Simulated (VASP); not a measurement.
# Ga (P6/mmm) in VASP: further runs

Runs on Ga. Level: LDA. Tasks: single point.

Everything below comes from runs of VASP 6.6.1. Logs are shortened: lines on timing, memory, paths and dates and some standing lists are left out, and cuts for length are marked.

**1. The cell of the first run**

It takes space group P6/mmm (No. 191, hexagonal). Conventional cell: a = 4.362 Å, b = 4.362 Å, c = 2.797 Å, α = 90.00°, β = 90.00°, γ = 120.00°. Within 3.7 Å of Ga (site symmetry 6/mmm) lie 14 Ga at 2.80 to 2.88 Å. Within 3.3 Å of Ga (site symmetry -6m2) lie 11 Ga at 2.52 to 2.88 Å.

This isn't the form of Ga at room conditions, which is orthorhombic.

**2. Single point, LDA (15.36 Å³/atom)**

INCAR

```
PREC = Accurate
ENCUT = 520
EDIFF = 1E-7
ISMEAR = -1
SIGMA = 0.1
LREAL = F
LASPH = T
NELM = 60
ALGO = Normal
ISIF = 2
LWAVE = F
LCHARG = T
LELF = T
LVHAR = T
NBANDS = 26
```

KPOINTS

```
regular mesh
0
Gamma
  9 9 12
```

POSCAR

```
Ga
1.0
    4.3617992712      0.0000000000      0.0000000000
   -2.1808996356      3.7774289750      0.0000000000
    0.0000000000      0.0000000000      2.7966690565
Ga
3
Direct
    0.0000000000      0.0000000000      0.0000000000
    0.3333333333      0.6666666667      0.5000000000
    0.6666666667      0.3333333333      0.5000000000
```

Potentials or basis: VASP PAW LDA potentials, release 64 (Ga_d).

On the command line:

```
$ cat potpaw_LDA.64/Ga_d/POTCAR > POTCAR
$ mpirun -np 1 vasp_std > vasp.out
```

OUTCAR:

```text
PREC = Accurate
   ENCUT = 520
   EDIFF = 1E-7
   ISMEAR = -1
   LREAL = F
   LASPH = T
   NELM = 60
   ISIF = 2

 ion  position               nearest neighbor table
   1  0.000  0.000  0.000-   2 2.88   3 2.88   2 2.88   3 2.88   2 2.88   2 2.88   3 2.88   3 2.88
                             3 2.88   3 2.88   2 2.88   2 2.88
   2  0.333  0.667  0.500-   3 2.52   3 2.52   3 2.52   1 2.88   1 2.88   1 2.88   1 2.88   1 2.88
                             1 2.88
   3  0.667  0.333  0.500-   2 2.52   2 2.52   2 2.52   1 2.88   1 2.88   1 2.88   1 2.88   1 2.88
                             1 2.88

  LATTYP: Found a hexagonal cell.
 ALAT       =     4.3617992712
 C/A-ratio  =     0.6411732596

  Lattice vectors:

 A1 = (   4.3617992712,   0.0000000000,   0.0000000000)
 A2 = (  -2.1808996356,   3.7774289750,   0.0000000000)
 A3 = (   0.0000000000,   0.0000000000,   2.7966690565)

Analysis of symmetry for initial positions (statically):
=====================================================================
 Subroutine PRICEL returns:
 Original cell was already a primitive cell.

 Routine SETGRP: Setting up the symmetry group for a
 hexagonal supercell.

 Subroutine GETGRP returns: Found 24 space group operations
 (whereof 24 operations were pure point group operations)
 out of a pool of 24 trial point group operations.

The static configuration has the point symmetry D_6h.

Analysis of symmetry for dynamics (positions and initial velocities):
=====================================================================
 Subroutine PRICEL returns:
 Original cell was already a primitive cell.

 Routine SETGRP: Setting up the symmetry group for a
 hexagonal supercell.

 Subroutine GETGRP returns: Found 24 space group operations
 (whereof 24 operations were pure point group operations)
 out of a pool of 24 trial point group operations.

The dynamic configuration has the point symmetry D_6h.

 Subroutine INISYM returns: Found 24 space group operations
 (whereof 24 operations are pure point group operations),
 and found     1 'primitive' translations

----------------------------------------------------------------------------------------

                                     Primitive cell

  volume of cell :      46.0790

  direct lattice vectors                    reciprocal lattice vectors
     4.361799271  0.000000000  0.000000000     0.229263187  0.132365162  0.000000000
    -2.180899636  3.777428975  0.000000000     0.000000000  0.264730325  0.000000000
     0.000000000  0.000000000  2.796669056     0.000000000  0.000000000  0.357568228

  length of vectors
     4.361799271  4.361799271  2.796669056     0.264730325  0.264730325  0.357568228

  position of ions in fractional coordinates (direct lattice)
     0.000000000  0.000000000  0.000000000
     0.333333333  0.666666667  0.500000000
     0.666666667  0.333333333  0.500000000

  ion indices of the primitive-cell ions
   primitive index   ion index
                 1           1
                 2           2
                 3           3

----------------------------------------------------------------------------------------

 KPOINTS: regular mesh

Automatic generation of k-mesh.
 Grid dimensions read from file:
 generate k-points for:    9    9   12

 Generating k-lattice:

  Cartesian coordinates                     Fractional coordinates (reciprocal lattice)
     0.025473687  0.014707240  0.000000000     0.111111111  0.000000000  0.000000000
     0.000000000  0.029414481  0.000000000     0.000000000  0.111111111  0.000000000
     0.000000000  0.000000000  0.029797352     0.000000000  0.000000000  0.083333333

  Length of vectors
     0.029414481  0.029414481  0.029797352

  Shift w.r.t. Gamma in fractional coordinates (k-lattice)
     0.000000000  0.000000000  0.000000000

 Subroutine IBZKPT returns following result:
 ===========================================

 Found     84 irreducible k-points:

 Following reciprocal coordinates:
            Coordinates               Weight
  0.000000  0.000000  0.000000      1.000000
  0.111111 -0.000000  0.000000      6.000000
  0.222222  0.000000  0.000000      6.000000
  0.333333 -0.000000  0.000000      6.000000
  0.444444  0.000000  0.000000      6.000000
  0.111111  0.111111  0.000000      6.000000
[... 16 lines left out ...]
  0.333333  0.222222  0.083333     24.000000
  0.333333  0.333333  0.083333      4.000000
 [... further k-points ...]
   k-points           NKPTS =     84   k-points in BZ     NKDIM =     84   number of bands    NBANDS=     26
   number of dos      NEDOS =    301   number of ions     NIONS =      3
   total plane-waves  NPLWV =  24576
   dimension x,y,z NGX =    32 NGY =   32 NGZ =   24
   dimension x,y,z NGXF=    64 NGYF=   64 NGZF=   48
   ions per type =               3
   NGX,Y,Z   is equivalent  to a cutoff of  12.20, 12.20, 14.27 a.u.
   NGXF,Y,Z  is equivalent  to a cutoff of  24.39, 24.39, 28.53 a.u.
 SYSTEM =  unknown system
   PREC   = accura    normal or accurate (medium, high low for compatibility)
   ISTART =      0    job   : 0-new  1-cont  2-samecut
   ICHARG =      2    charge: 1-file 2-atom 10-const
   ISPIN  =      1    spin polarized calculation?
   LNONCOLLINEAR =      F non collinear calculations
   LSORBIT =      F    spin-orbit coupling
   LASPH  =      T    aspherical Exc in radial PAW
   ENCUT  =  520.0 eV  38.22 Ry    6.18 a.u.   8.11  8.11  5.20*2*pi/ulx,y,z
   NELM   =     60;   NELMIN=  2; NELMDL= -5     # of ELM steps
   EDIFF  = 0.1E-06   stopping-criterion for ELM
   LREAL  =      F    real-space projection
   EDIFFG = 0.1E-05   stopping-criterion for IOM
   NSW    =      0    number of steps for IOM
   IBRION =     -1    ionic relax: 0-MD 1-quasi-New 2-CG
   NFREE  =      0    steps in history (QN), initial steepest desc. (CG)
   ISIF   =      2    stress and relaxation
   ISYM   =      2    0-nonsym 1-usesym 2-fastsym
   POTIM  = 0.5000    time-step for ionic-motion
   TEBEG  =    0.0;   TEEND  =   0.0 temperature during run
   PSTRESS=    0.0 pullay stress
   NELECT =      39.0000    total number of electrons
   NUPDOWN=      -1.0000    fix difference up-down
   EMIN   =  10.00;   EMAX   =-10.00  energy-range for DOS
   EFERMI =   0.00;   METHOD = LEGACY
   ISMEAR =    -1;   SIGMA  =   0.10  broadening in eV -4-tet -1-fermi 0-gaus
   EFERMI_NEDOS =   21; number of points for ismear=-14 and -15
   IALGO  =     38    algorithm
   IMIX   =      4    mixing-type and parameters
     AMIX     =   0.40;   BMIX     =  1.00
     AMIX_MAG =   1.60;   BMIX_MAG =  1.00
  volume/ion in A,a.u.               =      15.36       103.65
  Fermi-wavevector in a.u.,A,eV,Ry     =   1.548562  2.926358 32.627385  2.398045
  Thomas-Fermi vector in A             =   2.653495
   LORBIT       =      0    0 simple, 1 ext, 2 COOP (PROOUT), +10 PAW based schemes
   GGA     = CA    functional components
   LHFCALC =     F    Hartree Fock is set to
   AEXX    =    0.0000 exact exchange contribution
   IVDW    =     0    specifies the selected vdW correction
   LEPSILON=     F    determine dielectric tensor
   LRPA    =     F    only Hartree local field effects (RPA)
 non-spin polarized calculation
  energy-cutoff  :      520.00
  volume of cell :       46.08
 maximum number of plane-waves:      1266
   NGX = 17   NGY = 17   NGZ = 11

 number of electron      38.9999994 magnetization

 Free energy of the ion-electron system (eV)
  ---------------------------------------------------
  ext. energy  EPLUGINS =         0.00000000
  ---------------------------------------------------
  free energy    TOTEN  =       -10.39389793 eV

  energy without entropy =      -10.35103989  energy(sigma->0) =      -10.37246891

 E-fermi :   7.3950     XC(G=0): -12.4100

 val. band max:        7.3717046995   @ k =   0.3333   0.2222   0.3333
 cond. band min:       7.3958238242   @ k =   0.2222   0.2222   0.2500
 fundamental gap:      0.0241191246
 Fermi energy:         7.3950371426

 k-point     1 :       0.0000    0.0000    0.0000
  band No.  band energies     occupation
      1      -8.1506      2.00000
      2      -7.8713      2.00000
      3      -7.8713      2.00000
      4      -7.8238      2.00000
      5      -7.8097      2.00000
      6      -7.7446      2.00000
[... 18 lines left out ...]
     25      21.6985      0.00000
     26      21.7575      0.00000

 k-point     2 :       0.1111   -0.0000    0.0000
  band No.  band energies     occupation
      1      -8.1398      2.00000
      2      -7.9179      2.00000
      3      -7.9090      2.00000
      4      -7.8373      2.00000
      5      -7.8111      2.00000
      6      -7.7684      2.00000
[... 18 lines left out ...]
     25      21.0651      0.00000
     26      21.3169      0.00000

 k-point     3 :       0.2222    0.0000    0.0000
  band No.  band energies     occupation
      1      -8.1111      2.00000
      2      -8.0001      2.00000
      3      -7.9641      2.00000
      4      -7.8669      2.00000
      5      -7.8198      2.00000
      6      -7.8016      2.00000
[... 18 lines left out ...]
     25      19.5567      0.00000
     26      19.5810      0.00000

 k-point     4 :       0.3333   -0.0000    0.0000
  band No.  band energies     occupation
      1      -8.0901      2.00000
      2      -8.0547      2.00000
      3      -8.0033      2.00000
      4      -7.9005      2.00000
      5      -7.8288      2.00000
      6      -7.8266      2.00000
[... 18 lines left out ...]
     25      17.6482      0.00000
     26      18.0090      0.00000

 k-point     5 :       0.4444    0.0000    0.0000
  band No.  band energies     occupation
      1      -8.1229      2.00000
      2      -8.0279      2.00000
      3      -8.0227      2.00000
      4      -7.9304      2.00000
      5      -7.8399      2.00000
      6      -7.8351      2.00000
[... 18 lines left out ...]
     25      16.1624      0.00000
     26      16.5192      0.00000

 k-point     6 :       0.1111    0.1111    0.0000
  band No.  band energies     occupation
      1      -8.1200      2.00000
      2      -7.9761      2.00000
      3      -7.9539      2.00000
      4      -7.8429      2.00000
      5      -7.8333      2.00000
      6      -7.7858      2.00000
[... 427 lines left out ...]
 k-point    21 :       0.4444    0.1111    0.0833
  band No.  band energies     occupation
      1      -8.1258      2.00000
      2      -8.0286      2.00000
      3      -8.0080      2.00000
      4      -7.9052      2.00000
      5      -7.8435      2.00000
      6      -7.8177      2.00000
[... 18 lines left out ...]
     25      15.7171      0.00000
     26      17.4322      0.00000

 k-point    22 :       0.2222    0.2222    0.0833
  band No.  band energies     occupation
      1      -8.1050      2.00000
      2      -8.0337      2.00000
      3      -8.0146      2.00000
      4      -7.8641      2.00000
      5      -7.8588      2.00000
      6      -7.8055      2.00000
[... 18 lines left out ...]
     25      16.5733      0.00000
     26      16.6341      0.00000

 k-point    23 :       0.3333    0.2222    0.0833
  band No.  band energies     occupation
      1      -8.1344      2.00000
      2      -8.0242      2.00000
      3      -8.0138      2.00000
      4      -7.8816      2.00000
      5      -7.8501      2.00000
      6      -7.8256      2.00000
[... 18 lines left out ...]
     25      16.7600      0.00000
     26      17.2586      0.00000

 k-point    24 :       0.3333    0.3333    0.0833
  band No.  band energies     occupation
      1      -8.1460      2.00000
      2      -8.0168      2.00000
      3      -8.0168      2.00000
      4      -7.8586      2.00000
      5      -7.8586      2.00000
      6      -7.8571      2.00000
[... 18 lines left out ...]
     25      18.1281      0.00000
     26      18.1302      0.00000

 [... further k-points ...]
[... 5 lines left out ...]
  --------------------------------------------------------------------------------------
  -------------------------------------------------------------------------------------
  Total        3.5290680      3.5290680      2.8339121      0.0000000      0.0000000      0.0000000
  in kB      122.7064959    122.7064959     98.5357663      0.0000000      0.0000000      0.0000000
  external PRESSURE =     114.6495860 kB  Pullay stress =       0.0000000 kB

 VOLUME and BASIS-vectors are now :
 -----------------------------------------------------------------------------
  energy-cutoff  :      520.00
  volume of cell :       46.08
      direct lattice vectors                 reciprocal lattice vectors
     4.361799271  0.000000000  0.000000000     0.229263187  0.132365162  0.000000000
    -2.180899636  3.777428975  0.000000000     0.000000000  0.264730325  0.000000000
     0.000000000  0.000000000  2.796669056     0.000000000  0.000000000  0.357568228

 POSITION                                       TOTAL-FORCE (eV/Angst)
 -----------------------------------------------------------------------------------
      0.00000      0.00000      0.00000         0.000000      0.000000      0.000000
     -0.00000      2.51829      1.39833        -0.000000     -0.000000     -0.000000
      2.18090      1.25914      1.39833         0.000000      0.000000      0.000000
 -----------------------------------------------------------------------------------
    total drift:                               -0.000000      0.000000      0.000000

  FREE ENERGIE OF THE ION-ELECTRON SYSTEM (eV)
  ---------------------------------------------------
  free  energy   TOTEN  =       -10.3938979335 eV

  energy  without entropy=      -10.3510398934  energy(sigma->0) =      -10.37246891
```

Wall time 1.9 min (1 thread of Intel Xeon 8259CL, shared host); peak memory 0.19 GiB.

What came out:

```
Free energy            : -10.3939 eV
Pressure               : 11.5 GPa
Band gap on the k mesh : zero (an odd number of electrons rules out a gap without spin polarisation)
```

Levels at points of the mesh, in eV from the Fermi level:
| k point | band 15 | band 16 | band 17 | band 18 | band 19 | band 20 | band 21 | band 22 | band 23 | band 24 |
| --- | --- | --- | --- | --- | --- | --- | --- | --- | --- | --- |
| (0.00, 0.00, 0.00) | -14.86 | -12.75 | -2.16 | -1.90 | -1.60 | -1.60 | -1.44 | -1.44 | 5.50 | 9.53 |
| (0.00, 0.00, 0.50) | -14.81 | -8.14 | -7.14 | 1.37 | 1.37 | 2.12 | 2.20 | 2.84 | 3.08 | 3.08 |

Caveat: the cell stands under pressure.

**3. Single point, LDA (16.06 Å³/atom)**

This run uses another cell than the first one, of 16.06 Å³/atom.

INCAR

```
PREC     = Accurate       # precision mode
ENCUT    = 520            # plane-wave cutoff, eV
EDIFF    = 1E-6           # SCF threshold, eV
ISMEAR   = -1             # smearing method
SIGMA    = 0.1            # smearing width, eV
LREAL    = F              # projectors in reciprocal space
LASPH    = T              # aspherical terms in the spheres
NELM     = 100            # most SCF steps
ALGO     = Normal         # electronic algorithm
ISIF     = 2              # what is computed and relaxed
LWAVE    = F              # write WAVECAR
LCHARG   = F              # write CHGCAR
NBANDS   = 26             # bands
```

KPOINTS is that of step 2.

POSCAR

```
Ga
1.0
    4.4269103521      0.0000000000      0.0000000000
   -2.2134551761      3.8338168252      0.0000000000
    0.0000000000      0.0000000000      2.8384165406
Ga
3
Direct
    0.0000000000      0.0000000000      0.0000000000
    0.3333333333      0.6666666667      0.5000000000
    0.6666666667      0.3333333333      0.5000000000
```

Potentials or basis: VASP PAW LDA potentials, release 64 (Ga_d).

On the command line:

```
$ cat potpaw_LDA.64/Ga_d/POTCAR > POTCAR
$ mpirun -np 1 vasp_std > vasp.out
```

OUTCAR:

```text
PREC = Accurate
   ENCUT = 520
   EDIFF = 1E-6
   ISMEAR = -1
   LREAL = F
   LASPH = T
   NELM = 100
   ISIF = 2

 ion  position               nearest neighbor table
   1  0.000  0.000  0.000-
   2  0.333  0.667  0.500-   3 2.56   3 2.56   3 2.56
   3  0.667  0.333  0.500-   2 2.56   2 2.56   2 2.56

  LATTYP: Found a hexagonal cell.
 ALAT       =     4.4269103521
 C/A-ratio  =     0.6411732596

  Lattice vectors:

[... 884 lines left out ...]

------------------------ aborting loop because EDIFF is reached ----------------------------------------

  FORCE on cell =-STRESS in cart. coord.  units (eV):
  Direction    XX          YY          ZZ          XY          YZ          ZX
  --------------------------------------------------------------------------------------
  -------------------------------------------------------------------------------------
  Total        2.1828441      2.1828441      1.7193573     -0.0000000     -0.0000000      0.0000000
  in kB       72.5980723     72.5980723     57.1832061     -0.0000000     -0.0000000      0.0000000
  external PRESSURE =      67.4597836 kB  Pullay stress =       0.0000000 kB

 VOLUME and BASIS-vectors are now :
 -----------------------------------------------------------------------------
  energy-cutoff  :      520.00
  volume of cell :       48.17
      direct lattice vectors                 reciprocal lattice vectors
     4.426910352  0.000000000  0.000000000     0.225891179  0.130418333  0.000000000
    -2.213455176  3.833816825  0.000000000     0.000000000  0.260836666  0.000000000
     0.000000000  0.000000000  2.838416541     0.000000000  0.000000000  0.352309108

 POSITION                                       TOTAL-FORCE (eV/Angst)
 -----------------------------------------------------------------------------------
      0.00000      0.00000      0.00000         0.000000      0.000000     -0.000000
     -0.00000      2.55588      1.41921        -0.000000      0.000000      0.000000
      2.21346      1.27794      1.41921         0.000000     -0.000000     -0.000000
 -----------------------------------------------------------------------------------
    total drift:                                0.000000      0.000000     -0.000000

  FREE ENERGIE OF THE ION-ELECTRON SYSTEM (eV)
  ---------------------------------------------------
  free  energy   TOTEN  =       -10.5114979322 eV

  energy  without entropy=      -10.4658494773  energy(sigma->0) =      -10.48867370
```

Wall time 2.2 min (1 thread of Intel Xeon 8259CL, shared host); peak memory 0.21 GiB.

What came out:

```
Free energy            : -10.5115 eV
Pressure               : 6.7 GPa
Band gap on the k mesh : zero (an odd number of electrons rules out a gap without spin polarisation)
```

Caveat: the cell stands under pressure.

**4. Single point, LDA (16.76 Å³/atom)**

This run uses another cell than the first one, of 16.76 Å³/atom.

INCAR

```
PREC = Accurate
ENCUT = 520
EDIFF = 1E-6
ISMEAR = -1
SIGMA = 0.1
LREAL = False
LASPH = True
NELM = 80
ALGO = Normal
ISIF = 2
LWAVE = False
LCHARG = False
GGA = CA
NBANDS = 26
```

KPOINTS

```
Automatic mesh
0
Gamma
  9 9 12
```

POSCAR

```
Ga
1.0
    4.4901604740      0.0000000000      0.0000000000
   -2.2450802370      3.8885930376      0.0000000000
    0.0000000000      0.0000000000      2.8789708274
Ga
3
Direct
    0.0000000000      0.0000000000      0.0000000000
    0.3333333333      0.6666666667      0.5000000000
    0.6666666667      0.3333333333      0.5000000000
```

On the command line:

```
$ cat potpaw_LDA.64/Ga_d/POTCAR > POTCAR
$ mpirun -np 1 vasp_std > vasp.out
```

Run time: 1.8 min. Hardware: 1 thread of Intel Xeon 8259CL, shared host; peak memory 0.21 GiB.

The run converged. Its results:

```
Free energy            : -10.5750 eV
Pressure               : 3.1 GPa
Band gap on the k mesh : zero (an odd number of electrons rules out a gap without spin polarisation)
```

Stress tensor (GPa, compression positive):
```
3.39 0.00 0.00
0.00 3.39 0.00
0.00 0.00 2.49
```

Levels at points of the mesh, in eV from the Fermi level:
```tsv
k point	band 17	band 18	band 19	band 20	band 21	band 22
(0.00, 0.00, 0.00)	-2.37	-2.09	-1.38	-1.38	-1.21	-1.21
(0.00, 0.00, 0.50)	-6.66	1.35	1.35	1.93	2.16	2.26
```

Caveat: the cell stands under pressure.

[end of part 1 of 2]
